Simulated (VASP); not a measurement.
# ZrSi2 (Cmcm) in VASP: a series of runs

The runs below take ZrSi2 through single point, with PBE.

All numbers are computed with VASP 6.6.1; they aren't measurements. Logs are shortened: lines on timing, memory, paths and dates and some standing lists are left out, and cuts for length are marked.

## (1) The cell of the first run

Symmetry: Cmcm, No. 63, orthorhombic system. Conventional cell: a = 3.705 Å, b = 14.788 Å, c = 3.679 Å, α = 90.00°, β = 90.00°, γ = 90.00°. Zr (site symmetry m2m) has 10 Si at 2.72 to 2.99 Å and 6 Zr at 3.62 to 3.71 Å within 3.8 Å. Within 3.2 Å of Si (site symmetry m2m) lie 2 Si at 2.42 Å and 6 Zr at 2.72 to 2.99 Å. Within 3.5 Å of Si (site symmetry m2m) lie 8 Si at 2.61 to 3.46 Å and 4 Zr at 2.82 to 2.83 Å.

## (2) Single point, PBE

INCAR

```
  PREC = Accurate
  ENCUT = 520
  EDIFF = 1E-6
  ISMEAR = 0
  SIGMA = 0.1
  LREAL = False
  LASPH = True
  NELM = 80
  ALGO = Normal
  ISIF = 2
  LWAVE = False
  LCHARG = False
  GGA = PE
  NBANDS = 29
```

KPOINTS

```
Automatic mesh
0
Gamma
  10 10 10
```

POSCAR

```
ZrSi2
1.0
    1.8525903369     -7.3940131250      0.0000000000
    1.8525903369      7.3940131250      0.0000000000
    0.0000000000      0.0000000000      3.6790720029
Zr Si
2 4
Direct
    0.8946665383      0.1053334617      0.7500000000
    0.1053334617      0.8946665383      0.2500000000
    0.5530999453      0.4469000547      0.7500000000
    0.4469000547      0.5530999453      0.2500000000
    0.2503123055      0.7496876945      0.7500000000
    0.7496876945      0.2503123055      0.2500000000
```

Potentials or basis: VASP PAW PBE potentials, release 64 (Zr_sv, Si).

The run is started by

```console
$ cat potpaw_PBE.64/Zr_sv/POTCAR potpaw_PBE.64/Si/POTCAR > POTCAR
$ mpirun -np 1 vasp_std > vasp.out
```

OUTCAR:

```text
PREC = Accurate
   ENCUT = 520
   EDIFF = 1E-6
   ISMEAR = 0
   LREAL = False
   LASPH = True
   NELM = 80
   ISIF = 2
   GGA = PE

 ion  position               nearest neighbor table
   1  0.895  0.105  0.750-   4 2.72   4 2.72   4 2.72   4 2.72   6 2.82   6 2.82   5 2.83   5 2.83
                             3 2.99   3 2.99   2 3.62   2 3.62
   2  0.105  0.895  0.250-   3 2.72   3 2.72   3 2.72   3 2.72   5 2.82   5 2.82   6 2.83   6 2.83
                             4 2.99   4 2.99   1 3.62   1 3.62
   3  0.553  0.447  0.750-   4 2.42   4 2.42   2 2.72   2 2.72   2 2.72   2 2.72   1 2.99   1 2.99

   4  0.447  0.553  0.250-   3 2.42   3 2.42   1 2.72   1 2.72   1 2.72   1 2.72   2 2.99   2 2.99

   5  0.250  0.750  0.750-   6 2.61   6 2.61   6 2.61   6 2.61   2 2.82   2 2.82   1 2.83   1 2.83

   6  0.750  0.250  0.250-   5 2.61   5 2.61   5 2.61   5 2.61   1 2.82   1 2.82   2 2.83   2 2.83

  LATTYP: Found a base centered orthorhombic cell.
 ALAT       =     3.7051806738
 B/A-ratio  =     3.9911754789
 C/A-ratio  =     0.9929534689

  Lattice vectors:

 A1 = (   1.8525903369,  -7.3940131250,   0.0000000000)
 A2 = (   1.8525903369,   7.3940131250,   0.0000000000)
 A3 = (   0.0000000000,   0.0000000000,   3.6790720029)

Analysis of symmetry for initial positions (statically):
=====================================================================
 Subroutine PRICEL returns:
 Original cell was already a primitive cell.

 Routine SETGRP: Setting up the symmetry group for a
 base centered orthorhombic supercell.

 Subroutine GETGRP returns: Found  8 space group operations
 (whereof  4 operations were pure point group operations)
 out of a pool of  8 trial point group operations.

The static configuration has the point symmetry C_2h.
 The point group associated with its full space group is D_2h.

Analysis of symmetry for dynamics (positions and initial velocities):
=====================================================================
 Subroutine PRICEL returns:
 Original cell was already a primitive cell.

 Routine SETGRP: Setting up the symmetry group for a
 base centered orthorhombic supercell.

 Subroutine GETGRP returns: Found  8 space group operations
 (whereof  4 operations were pure point group operations)
 out of a pool of  8 trial point group operations.

The dynamic configuration has the point symmetry C_2h.
 The point group associated with its full space group is D_2h.

 Subroutine INISYM returns: Found  8 space group operations
 (whereof  4 operations are pure point group operations),
 and found     1 'primitive' translations

----------------------------------------------------------------------------------------

                                     Primitive cell

  volume of cell :     100.7924

  direct lattice vectors                    reciprocal lattice vectors
     1.852590337 -7.394013125  0.000000000     0.269892372 -0.067622277  0.000000000
     1.852590337  7.394013125  0.000000000     0.269892372  0.067622277  0.000000000
     0.000000000  0.000000000  3.679072003     0.000000000  0.000000000  0.271807673

  length of vectors
     7.622566566  7.622566566  3.679072003     0.278234909  0.278234909  0.271807673

  position of ions in fractional coordinates (direct lattice)
     0.894666538  0.105333462  0.750000000
     0.105333462  0.894666538  0.250000000
     0.553099945  0.446900055  0.750000000
     0.446900055  0.553099945  0.250000000
     0.250312306  0.749687694  0.750000000
     0.749687694  0.250312306  0.250000000

  ion indices of the primitive-cell ions
   primitive index   ion index
                 1           1
                 2           2
                 3           3
                 4           4
                 5           5
                 6           6

----------------------------------------------------------------------------------------

 KPOINTS: Automatic mesh

Automatic generation of k-mesh.
 Grid dimensions read from file:
 generate k-points for:   10   10   10

 Generating k-lattice:

  Cartesian coordinates                     Fractional coordinates (reciprocal lattice)
     0.026989237 -0.006762228  0.000000000     0.100000000  0.000000000  0.000000000
     0.026989237  0.006762228  0.000000000     0.000000000  0.100000000  0.000000000
     0.000000000  0.000000000  0.027180767     0.000000000  0.000000000  0.100000000

  Length of vectors
     0.027823491  0.027823491  0.027180767

  Shift w.r.t. Gamma in fractional coordinates (k-lattice)
     0.000000000  0.000000000  0.000000000

 Subroutine IBZKPT returns following result:
 ===========================================

 Found    186 irreducible k-points:

 Following reciprocal coordinates:
            Coordinates               Weight
  0.000000  0.000000  0.000000      1.000000
  0.100000 -0.000000  0.000000      4.000000
  0.200000 -0.000000  0.000000      4.000000
  0.300000 -0.000000  0.000000      4.000000
  0.400000 -0.000000  0.000000      4.000000
  0.500000 -0.000000  0.000000      2.000000
[... 16 lines left out ...]
  0.300000  0.300000  0.000000      2.000000
  0.400000  0.300000  0.000000      4.000000
 [... further k-points ...]
   k-points           NKPTS =    186   k-points in BZ     NKDIM =    186   number of bands    NBANDS=     29
   number of dos      NEDOS =    301   number of ions     NIONS =      6
   total plane-waves  NPLWV = 100800
   dimension x,y,z NGX =    60 NGY =   60 NGZ =   28
   dimension x,y,z NGXF=   120 NGYF=  120 NGZF=   56
   ions per type =               2   4
   NGX,Y,Z   is equivalent  to a cutoff of  13.09, 13.09, 12.65 a.u.
   NGXF,Y,Z  is equivalent  to a cutoff of  26.17, 26.17, 25.30 a.u.
 SYSTEM =  unknown system
   PREC   = accura    normal or accurate (medium, high low for compatibility)
   ISTART =      0    job   : 0-new  1-cont  2-samecut
   ICHARG =      2    charge: 1-file 2-atom 10-const
   ISPIN  =      1    spin polarized calculation?
   LNONCOLLINEAR =      F non collinear calculations
   LSORBIT =      F    spin-orbit coupling
   LASPH  =      T    aspherical Exc in radial PAW
   ENCUT  =  520.0 eV  38.22 Ry    6.18 a.u.  14.17 14.17  6.84*2*pi/ulx,y,z
   NELM   =     80;   NELMIN=  2; NELMDL= -5     # of ELM steps
   EDIFF  = 0.1E-05   stopping-criterion for ELM
   LREAL  =      F    real-space projection
   EDIFFG = 0.1E-04   stopping-criterion for IOM
   NSW    =      0    number of steps for IOM
   IBRION =     -1    ionic relax: 0-MD 1-quasi-New 2-CG
   NFREE  =      0    steps in history (QN), initial steepest desc. (CG)
   ISIF   =      2    stress and relaxation
   ISYM   =      2    0-nonsym 1-usesym 2-fastsym
   POTIM  = 0.5000    time-step for ionic-motion
   TEBEG  =    0.0;   TEEND  =   0.0 temperature during run
   PSTRESS=    0.0 pullay stress
   NELECT =      40.0000    total number of electrons
   NUPDOWN=      -1.0000    fix difference up-down
   EMIN   =  10.00;   EMAX   =-10.00  energy-range for DOS
   EFERMI =   0.00;   METHOD = LEGACY
   ISMEAR =     0;   SIGMA  =   0.10  broadening in eV -4-tet -1-fermi 0-gaus
   EFERMI_NEDOS =   21; number of points for ismear=-14 and -15
   IALGO  =     38    algorithm
   IMIX   =      4    mixing-type and parameters
     AMIX     =   0.40;   BMIX     =  1.00
     AMIX_MAG =   1.60;   BMIX_MAG =  1.00
  volume/ion in A,a.u.               =      16.80       113.36
  Fermi-wavevector in a.u.,A,eV,Ry     =   1.203055  2.273445 19.692279  1.447342
  Thomas-Fermi vector in A             =   2.338819
   LORBIT       =      0    0 simple, 1 ext, 2 COOP (PROOUT), +10 PAW based schemes
   GGA     = PE    functional components
   LHFCALC =     F    Hartree Fock is set to
   AEXX    =    0.0000 exact exchange contribution
   IVDW    =     0    specifies the selected vdW correction
   LEPSILON=     F    determine dielectric tensor
   LRPA    =     F    only Hartree local field effects (RPA)
 non-spin polarized calculation
 Gauss-broadening in eV      SIGMA  =   0.10
  energy-cutoff  :      520.00
  volume of cell :      100.79
 maximum number of plane-waves:      2736
 NGX is ok and might be reduce to    60

 number of electron      40.0000000 magnetization

 Free energy of the ion-electron system (eV)
  ---------------------------------------------------
  ext. energy  EPLUGINS =         0.00000000
  ---------------------------------------------------
  free energy    TOTEN  =       -42.72005850 eV

  energy without entropy =      -42.71319946  energy(sigma->0) =      -42.71662898

 E-fermi :   9.9895     XC(G=0): -11.2516

 val. band max:        9.9877072538   @ k =   0.5000   0.4000   0.3000
 cond. band min:      10.0020740638   @ k =   0.5000   0.2000   0.1000
 fundamental gap:      0.0143668099
 Fermi energy:         9.9895239284

 k-point     1 :       0.0000    0.0000    0.0000
  band No.  band energies     occupation
      1     -38.8074      2.00000
      2     -38.7954      2.00000
      3     -17.0367      2.00000
      4     -16.8973      2.00000
      5     -16.8760      2.00000
      6     -16.8757      2.00000
[... 21 lines left out ...]
     28      12.8597      0.00000
     29      13.9646      0.00000

 k-point     2 :       0.1000   -0.0000    0.0000
  band No.  band energies     occupation
      1     -38.8065      2.00000
      2     -38.7946      2.00000
      3     -17.0331      2.00000
      4     -16.9153      2.00000
      5     -16.8919      2.00000
      6     -16.8749      2.00000
[... 21 lines left out ...]
     28      13.2573      0.00000
     29      13.6367      0.00000

 k-point     3 :       0.2000   -0.0000    0.0000
  band No.  band energies     occupation
      1     -38.8042      2.00000
      2     -38.7924      2.00000
      3     -17.0241      2.00000
      4     -16.9618      2.00000
      5     -16.9339      2.00000
      6     -16.8720      2.00000
[... 21 lines left out ...]
     28      13.3260      0.00000
     29      13.8549      0.00000

 k-point     4 :       0.3000   -0.0000    0.0000
  band No.  band energies     occupation
      1     -38.8013      2.00000
      2     -38.7897      2.00000
      3     -17.0224      2.00000
      4     -17.0091      2.00000
      5     -16.9851      2.00000
      6     -16.8686      2.00000
[... 21 lines left out ...]
     28      13.3980      0.00000
     29      14.4449      0.00000

 k-point     5 :       0.4000   -0.0000    0.0000
  band No.  band energies     occupation
      1     -38.7989      2.00000
      2     -38.7876      2.00000
      3     -17.0654      2.00000
      4     -17.0269      2.00000
      5     -17.0015      2.00000
      6     -16.8658      2.00000
[... 21 lines left out ...]
     28      13.3404      0.00000
     29      13.9390      0.00000
[... 510 lines left out ...]
     28      13.2213      0.00000
     29      13.7685      0.00000

 k-point    22 :      -0.2000    0.2000    0.0000
  band No.  band energies     occupation
      1     -38.8073      2.00000
      2     -38.7955      2.00000
      3     -17.0315      2.00000
      4     -16.8978      2.00000
      5     -16.8814      2.00000
      6     -16.8753      2.00000
[... 21 lines left out ...]
     28      12.8219      0.00000
     29      14.0594      0.00000

 k-point    23 :       0.3000    0.3000    0.0000
  band No.  band energies     occupation
      1     -38.7989      2.00000
      2     -38.7876      2.00000
      3     -17.0663      2.00000
      4     -17.0264      2.00000
      5     -16.9979      2.00000
      6     -16.8692      2.00000
[... 21 lines left out ...]
     28      13.4701      0.00000
     29      13.7721      0.00000

 k-point    24 :       0.4000    0.3000    0.0000
  band No.  band energies     occupation
      1     -38.8012      2.00000
      2     -38.7899      2.00000
      3     -17.0249      2.00000
      4     -16.9995      2.00000
      5     -16.9849      2.00000
      6     -16.8762      2.00000
[... 21 lines left out ...]
     28      13.7475      0.00000
     29      13.9966      0.00000

 [... further k-points ...]
[... 5 lines left out ...]
  --------------------------------------------------------------------------------------
  -------------------------------------------------------------------------------------
  Total        0.0050528      0.0195640      0.0152149      0.0000000      0.0000000      0.0000000
  in kB        0.0803176      0.3109853      0.2418527      0.0000000      0.0000000      0.0000000
  external PRESSURE =       0.2110519 kB  Pullay stress =       0.0000000 kB

 VOLUME and BASIS-vectors are now :
 -----------------------------------------------------------------------------
  energy-cutoff  :      520.00
  volume of cell :      100.79
      direct lattice vectors                 reciprocal lattice vectors
     1.852590337 -7.394013125  0.000000000     0.269892372 -0.067622277  0.000000000
     1.852590337  7.394013125  0.000000000     0.269892372  0.067622277  0.000000000
     0.000000000  0.000000000  3.679072003     0.000000000  0.000000000  0.271807673

 POSITION                                       TOTAL-FORCE (eV/Angst)
 -----------------------------------------------------------------------------------
      1.85259     -5.83634      2.75930         0.000000      0.002490      0.000000
      1.85259      5.83634      0.91977         0.000000     -0.002490      0.000000
      1.85259     -0.78524      2.75930         0.000000      0.010592      0.000000
      1.85259      0.78524      0.91977         0.000000     -0.010592      0.000000
      1.85259      3.69239      2.75930         0.000000      0.001511      0.000000
      1.85259     -3.69239      0.91977         0.000000     -0.001511     -0.000000
 -----------------------------------------------------------------------------------
    total drift:                                0.000000     -0.000000     -0.000000

  FREE ENERGIE OF THE ION-ELECTRON SYSTEM (eV)
  ---------------------------------------------------
  free  energy   TOTEN  =       -42.7200584996 eV

  energy  without entropy=      -42.7131994614  energy(sigma->0) =      -42.71662898
```

Run time: 5.1 min. Hardware: 1 thread of Intel Xeon 6975P-C (Granite Rapids), shared host; peak memory 0.61 GiB.

What came out:

```yaml
Free_energy: -42.7201 eV
Pressure: 0.0 GPa
Largest_force: 0.011 eV/Å
Band_gap_on_the_k_mesh: zero (bands 20 and 21 overlap by 0.94 eV)
```

Forces on the atoms (eV/Å):
```
Zr   0.000  0.002  0.000
Zr   0.000 -0.002  0.000
Si   0.000  0.011  0.000
Si   0.000 -0.011  0.000
Si   0.000  0.002  0.000
Si   0.000 -0.002  0.000
```

Levels at points of the mesh, in eV from the Fermi level:
| k point | band 18 | band 19 | band 20 | band 21 | band 22 | band 23 |
| --- | --- | --- | --- | --- | --- | --- |
| (0.00, 0.00, 0.00) | -2.37 | -2.31 | -0.09 | 1.11 | 1.39 | 1.40 |
| (0.50, 0.00, 0.00) | -1.48 | -0.86 | -0.44 | -0.43 | 0.90 | 0.91 |
| (0.50, 0.50, 0.00) | -1.89 | -1.48 | 0.31 | 1.02 | 1.13 | 1.48 |
| (0.00, 0.00, 0.50) | -1.89 | -0.08 | -0.08 | 0.09 | 0.09 | 1.56 |
| (0.50, 0.00, 0.50) | -3.25 | -2.14 | -2.14 | 2.12 | 2.12 | 3.08 |
| (0.50, 0.50, 0.50) | -2.19 | -0.90 | -0.90 | 0.05 | 0.05 | 2.27 |

## (3) Single point, PBE

This run uses another cell than the first one: it holds 12 atoms, not 6.

INCAR

```
PREC = Accurate
ENCUT = 520
EDIFF = 1E-7
ISMEAR = 0
SIGMA = 0.1
LREAL = False
LASPH = True
NELM = 60
ALGO = Fast
ISIF = 2
LWAVE = False
LCHARG = True
GGA = PE
LELF = True
LVHAR = True
NBANDS = 52
```

KPOINTS

```
Automatic mesh
0
Gamma
  10 4 10
```

POSCAR

```
ZrSi2
1.0
    3.7051806640      0.0000000000      0.0000000000
    0.0000000000     14.7880262711      0.0000000000
    0.0000000000      0.0000000000      3.6790720101
Zr Si
4 8
Direct
    0.0000000000      0.1053334623      0.2500000000
    0.5000000000      0.3946665377      0.7500000000
    0.5000000000      0.6053334623      0.2500000000
    0.0000000000      0.8946665377      0.7500000000
    0.0000000000      0.4469000551      0.2500000000
    0.5000000000      0.0530999449      0.7500000000
    0.5000000000      0.2496876946      0.2500000000
    0.0000000000      0.2503123054      0.7500000000
    0.5000000000      0.9469000551      0.2500000000
    0.0000000000      0.5530999449      0.7500000000
    0.0000000000      0.7496876946      0.2500000000
    0.5000000000      0.7503123054      0.7500000000
```

Potentials or basis: VASP PAW PBE potentials, release 64 (Zr_sv, Si).

The run is started by

```console
$ cat potpaw_PBE.64/Zr_sv/POTCAR potpaw_PBE.64/Si/POTCAR > POTCAR
$ mpirun -np 1 vasp_std > vasp.out
```

It took 66 min on 1 thread of Oxide Virtual Turin-like, shared host; peak memory 0.82 GiB.

Results (log left out):

```yaml
Free_energy: -85.4414 eV
Pressure: 0.0 GPa
Largest_force: 0.012 eV/Å
Band_gap_on_the_k_mesh: zero (bands 40 and 41 overlap by 0.97 eV)
```

Forces in eV/Å, atoms in the order of the input:
```
Zr   0.000  0.003  0.000
Zr   0.000 -0.003  0.000
Zr   0.000  0.003  0.000
Zr   0.000 -0.003  0.000
Si   0.000  0.012  0.000
Si   0.000 -0.012  0.000
Si   0.000  0.001  0.000
Si   0.000 -0.001  0.000
Si   0.000  0.012  0.000
Si   0.000 -0.012  0.000
Si   0.000  0.001  0.000
Si   0.000 -0.001  0.000
```

Levels at points of the mesh, in eV from the Fermi level:
```
           k point  band 36  band 37  band 38  band 39  band 40  band 41  band 42  band 43  band 44  band 45
(0.00, 0.00, 0.00)    -2.31    -1.89    -1.47    -0.08     0.31     1.03     1.11     1.13     1.39     1.41
(0.50, 0.00, 0.00)    -1.42    -0.92    -0.92    -0.83    -0.83     0.02     0.02     0.87     0.87     1.03
(0.00, 0.50, 0.00)    -2.11    -1.62    -1.62    -0.09    -0.09     1.07     1.07     1.45     1.45     1.51
(0.50, 0.50, 0.00)    -1.48    -0.86    -0.86    -0.44    -0.44    -0.43    -0.43     0.90     0.90     0.91
(0.00, 0.00, 0.50)    -1.88    -0.89    -0.89    -0.07    -0.07     0.05     0.05     0.09     0.09     1.56
(0.50, 0.00, 0.50)    -3.24    -2.13    -2.13    -2.13    -2.13     2.06     2.06     2.06     2.06     3.13
(0.00, 0.50, 0.50)    -2.29    -0.53    -0.53    -0.53    -0.53     0.05     0.05     0.05     0.05     2.25
(0.50, 0.50, 0.50)    -3.24    -2.13    -2.13    -2.13    -2.13     2.13     2.13     2.13     2.13     3.09
```

The gap in the log of VASP goes by the Fermi energy; the results here count the filled bands.